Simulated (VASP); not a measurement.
Set up this calculation in VASP 6.6.1, as the native input.

- Task: relaxation of volume and atoms at fixed shape
- Functional: LDA
- Potentials or basis: VASP PAW LDA potentials, release 64 (Cu, Pd)
- Cutoff: 600 eV
- k mesh: 14 × 14 × 14
- Occupations: gaussian, width 0.1 eV
- Spin: no spin polarisation
- Dipole correction: no
- Further INCAR settings: ALGO = Normal; EDIFF = 1e-06; IBRION = 2; EDIFFG = -0.03; NSW = 80; ISIF = 8

The structure of CuPd (Skaergaardite) lies in POSCAR:

```
CuPd
1.0
    2.9880000000      0.0000000000      0.0000000000
    0.0000000000      2.9880000000      0.0000000000
    0.0000000000      0.0000000000      2.9880000000
Cu Pd
1 1
Direct
    0.0000000000      0.0000000000      0.0000000000
    0.5000000000      0.5000000000      0.5000000000
```

These files were run (other wordings do the same):

INCAR

```
ALGO = Normal ; EDIFF = 1E-6
EDIFFG = -0.03 ; ENCUT = 600
IBRION = 2 ; ISIF = 8
ISMEAR = 0 ; LASPH = True
LCHARG = False ; LREAL = False
LWAVE = False ; NELM = 80
NSW = 80 ; PREC = Accurate
SIGMA = 0.1
```

KPOINTS

```
k-points
0
Gamma
  14 14 14
```

Potentials or basis: VASP PAW LDA potentials, release 64 (Cu, Pd).

Run with:

```console
$ cat potpaw_LDA.64/Cu/POTCAR potpaw_LDA.64/Pd/POTCAR > POTCAR
$ mpirun -np 1 vasp_std > vasp.out
```

It gave:

```
Relaxed volume                         : 12.62 Å³/atom
Relaxed cell                           : a = 2.934 Å, b = 2.934 Å, c = 2.934 Å, α = 90.00°, β = 90.00°, γ = 90.00°
Space group after relaxing (to 0.05 Å) : Pm-3m (No. 221)
Energy gained by relaxing              : 23.8 meV/atom
Ionic steps                            : 3
Pressure after relaxing                : -0.1 GPa
```

Wall time 46 s on 1 thread of AMD EPYC 9R45 96-Core Processor (Zen 5), on a shared host, peak memory 0.16 GiB.
